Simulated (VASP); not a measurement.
# Si: single point with LDA

Crystal: Si.

```
CELL_PARAMETERS angstrom
3.79301 0.00000 0.00000
-1.89650 3.28484 0.00000
0.00000 0.00000 6.38346
ATOMIC_POSITIONS crystal
Si 0.33333 0.66667 0.06408
Si 0.66667 0.33333 0.56408
Si 0.33333 0.66667 0.43592
Si 0.66667 0.33333 0.93592
```

This cell differs from its parent crystal: uniaxial strain along c: +1.5 %, then relaxed in part.

```
Program                : VASP 6.6.1
Task                   : single point
Functional             : LDA
Potentials or basis    : VASP PAW LDA potentials, release 64 (Si)
Cutoff                 : 520 eV
k mesh                 : 12 × 12 × 6
Occupations            : gaussian, width 0.02 eV
Spin                   : no spin polarisation
Dipole correction      : no
Further INCAR settings : ALGO = Normal; EDIFF = 1e-07; NBANDS = 16
```

```yaml
Pressure: -0.9 GPa
Band_gap_on_the_k_mesh: 0.34 eV (least direct gap 1.14 eV)
```

Stress tensor (GPa, compression positive):
```
 0.06  0.00  0.00
 0.00  0.06  0.00
 0.00  0.00 -2.94
```

Levels at points of the mesh, in eV from the valence-band top:
| k point | band 4 | band 5 | band 6 | band 7 | band 8 | band 9 | band 10 | band 11 | band 12 | band 13 |
| --- | --- | --- | --- | --- | --- | --- | --- | --- | --- | --- |
| (0.00, 0.00, 0.00) | -1.46 | -1.46 | -0.50 | 0.00 | 0.00 | 1.14 | 1.98 | 2.01 | 2.01 | 3.56 |
| (0.50, 0.00, 0.00) | -6.10 | -4.78 | -3.11 | -3.05 | -1.48 | 0.34 | 2.24 | 2.74 | 3.05 | 4.12 |
| (0.00, 0.00, 0.50) | -4.43 | -0.89 | -0.89 | -0.89 | -0.89 | 1.87 | 1.87 | 2.96 | 2.96 | 2.96 |
| (0.50, 0.00, 0.50) | -7.35 | -2.60 | -2.60 | -2.43 | -2.43 | 0.74 | 0.74 | 1.50 | 1.50 | 5.50 |

Wall time 120 s on 1 thread of Intel Xeon 8259CL, with other jobs on the host, peak memory 0.19 GiB.

Caveat: the cell differs from its parent crystal (uniaxial strain along c: +1.5 %, then relaxed in part); semilocal functionals underestimate gaps, and a narrow one can read as zero. A k mesh can miss the band edges.
